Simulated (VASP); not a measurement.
Wanted: the native input for a VASP 6.6.1 run.

```yaml
Task: single point
Functional: r2SCAN
Potentials_or_basis: VASP PAW PBE potentials, release 64 (Mn_pv, O)
Cutoff: 520 eV
k_mesh: 13 × 13 × 13
Occupations: fermi-dirac, width 0.1 eV
Spin: no spin polarisation
Dipole_correction: no
Further_INCAR_settings: ALGO = Normal; EDIFF = 1e-07; NBANDS = 20
```

MnO2 (fluorite type):

```xyz
3
Lattice="0.0000 2.3176 2.3176 2.3176 0.0000 2.3176 2.3176 2.3176 0.0000" Properties=species:S:1:pos:R:3 pbc="T T T"
Mn    0.0000    0.0000    0.0000
O     1.1588    1.1588    1.1588
O     3.4764    3.4764    3.4764
```

One way to write it, as run:

POSCAR

```
MnO2
1.0
    0.0000000000      2.3175705169      2.3175705169
    2.3175705169      0.0000000000      2.3175705169
    2.3175705169      2.3175705169      0.0000000000
Mn O
1 2
Direct
    0.0000000000      0.0000000000      0.0000000000
    0.2500000000      0.2500000000      0.2500000000
    0.7500000000      0.7500000000      0.7500000000
```

INCAR.step1

```
ALGO     = Normal         # electronic algorithm
EDIFF    = 1E-4           # SCF threshold, eV
ENCUT    = 520            # plane-wave cutoff, eV
GGA      = PE             # functional
ISMEAR   = -1             # smearing method
LASPH    = T              # aspherical terms in the spheres
LCHARG   = F              # write CHGCAR
LREAL    = F              # projectors in reciprocal space
LWAVE    = T              # write WAVECAR
NBANDS   = 20             # bands
NELM     = 100            # most SCF steps
PREC     = Accurate       # precision mode
SIGMA    = 0.1            # smearing width, eV
```

INCAR.step2

```
ALGO     = Normal         # electronic algorithm
EDIFF    = 1E-7           # SCF threshold, eV
ENCUT    = 520            # plane-wave cutoff, eV
ISIF     = 2              # what is computed and relaxed
ISMEAR   = -1             # smearing method
ISTART   = 1            
LASPH    = T              # aspherical terms in the spheres
LCHARG   = F              # write CHGCAR
LMIXTAU  = T            
LREAL    = F              # projectors in reciprocal space
LWAVE    = F              # write WAVECAR
METAGGA  = R2SCAN         # meta-GGA
NBANDS   = 20             # bands
NELM     = 100            # most SCF steps
PREC     = Accurate       # precision mode
SIGMA    = 0.1            # smearing width, eV
```

KPOINTS

```
k-points
0
Gamma
  13 13 13
```

Potentials or basis: VASP PAW PBE potentials, release 64 (Mn_pv, O).

Run with:

```bash
$ cat potpaw_PBE.64/Mn_pv/POTCAR potpaw_PBE.64/O/POTCAR > POTCAR
$ cp INCAR.step1 INCAR
$ mpirun -np 1 vasp_std > vasp.out
$ cp INCAR.step2 INCAR
$ mpirun -np 1 vasp_std > vasp.out
```

Results of the run:

```
Pressure               : -9.3 GPa
Band gap on the k mesh : zero (an odd number of electrons rules out a gap without spin polarisation)
```

Caveat: the cell stands under tension; the PAW data sets were made with another functional, which shifts forces and pressure a little; an odd number of electrons without spin polarisation forces a metal; a magnetic or distorted state may lie lower; the run has no spin polarisation, though such a crystal can be magnetic; semilocal functionals often make such compounds metallic where correlation or magnetic order opens a gap, which also shifts bond lengths.

Wall time 2.8 min on 1 thread of Intel Xeon 8259CL, on a shared host, peak memory 0.17 GiB.
